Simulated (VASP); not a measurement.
# Mg2Si3N: single point with PBE

Mg2Si3N:

```xyz
6
Lattice="3.8726 0.0000 0.0000 -1.9363 3.3538 0.0000 0.0000 0.0000 7.5023" Properties=species:S:1:pos:R:3 pbc="T T T"
Mg    1.9363    1.1179    1.7310
Mg    1.9363    1.1179    5.7713
Si    0.0000    0.0000    3.7512
Si    0.0000    2.2358    0.0000
Si    0.0000    2.2358    3.7512
N     0.0000    0.0000    0.0000
```

The cell was built from a structure type or drawn by symmetry, and may not be a known phase.

```yaml
Program: VASP 6.6.1
Task: single point
Functional: PBE
Potentials_or_basis: VASP PAW PBE potentials, release 64 (Mg, Si, N)
Cutoff: 600 eV
k_mesh: 5 × 5 × 2
Occupations: gaussian, width 0.2 eV
Spin: no spin polarisation
```

The pressure is -0.2 GPa, the largest force is 0.032 eV/Å and the band gap on the k mesh is zero (an odd number of electrons rules out a gap without spin polarisation).

Forces in eV/Å, atoms in the order of the input:
```
Mg   0.000  0.000  0.032
Mg   0.000  0.000 -0.032
Si   0.000  0.000  0.000
Si   0.000  0.000  0.000
Si   0.000  0.000  0.000
N    0.000  0.000  0.000
```

Stress tensor (GPa, compression positive):
```
-0.43  0.00  0.00
 0.00 -0.43  0.00
 0.00  0.00  0.27
```

Levels at points of the mesh, in eV from the Fermi level:
```
           k point  band 7  band 8  band 9  band 10  band 11  band 12  band 13  band 14
(0.00, 0.00, 0.00)   -3.00   -2.38   -2.38     0.82     0.91     0.91     1.10     1.58
(0.00, 0.00, 0.50)   -3.64   -2.41   -2.41     0.41     1.05     1.05     1.30     1.49
```

Run time: 46 s on 1 thread of Intel Xeon 8259CL, on a shared host, peak memory 0.25 GiB.

Caveat: the k points lie up to 0.42 Å⁻¹ apart, too coarse for converged energies and pressures of a metal.
